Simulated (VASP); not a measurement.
Wanted: the native input for a VASP 6.6.1 run.

```
Task                   : single point
Functional             : PBE
Potentials or basis    : VASP PAW PBE potentials, release 64 (Ca_sv, O)
Cutoff                 : 520 eV
k mesh                 : 8 × 8 × 8
Occupations            : fermi-dirac, width 0.02 eV
Spin                   : no spin polarisation
Dipole correction      : no
Further INCAR settings : ALGO = Normal; EDIFF = 1e-06; NBANDS = 15
```

The structure of CaO lies in POSCAR:

```
CaO
1.0
    0.0000000000      2.6067317416      2.6588663764
    2.6067317416      0.0000000000      2.6588663764
    2.6067317416      2.6067317416      0.0000000000
Ca O
1 1
Direct
    0.0000000000      0.0000000000      0.0000000000
    0.2500000000      0.2500000000      0.2500000000
```

This cell differs from its parent crystal: uniaxial z strain +2.0%.

One way to write it, as run:

INCAR

```
ALGO     = Normal         # electronic algorithm
EDIFF    = 1E-6           # SCF threshold, eV
ENCUT    = 520            # plane-wave cutoff, eV
GGA      = PE             # functional
ISIF     = 2              # what is computed and relaxed
ISMEAR   = -1             # smearing method
LASPH    = T              # aspherical terms in the spheres
LCHARG   = F              # write CHGCAR
LREAL    = F              # projectors in reciprocal space
LWAVE    = F              # write WAVECAR
NBANDS   = 15             # bands
NELM     = 80             # most SCF steps
PREC     = Accurate       # precision mode
SIGMA    = 0.02           # smearing width, eV
```

KPOINTS

```
k-points
0
Gamma
  8 8 8
```

Potentials or basis: VASP PAW PBE potentials, release 64 (Ca_sv, O).

Run with:

```bash
$ cat potpaw_PBE.64/Ca_sv/POTCAR potpaw_PBE.64/O/POTCAR > POTCAR
$ mpirun -np 1 vasp_std > vasp.out
```

Results of the run:

The pressure is 0.2 GPa and the band gap on the k mesh is 3.24 eV (least direct gap 3.84 eV).

Caveat: the cell differs from its parent crystal (uniaxial z strain +2.0%).

Run time: 55 s on 1 thread of Intel Xeon 8259CL, with other jobs on the host, peak memory 0.18 GiB.
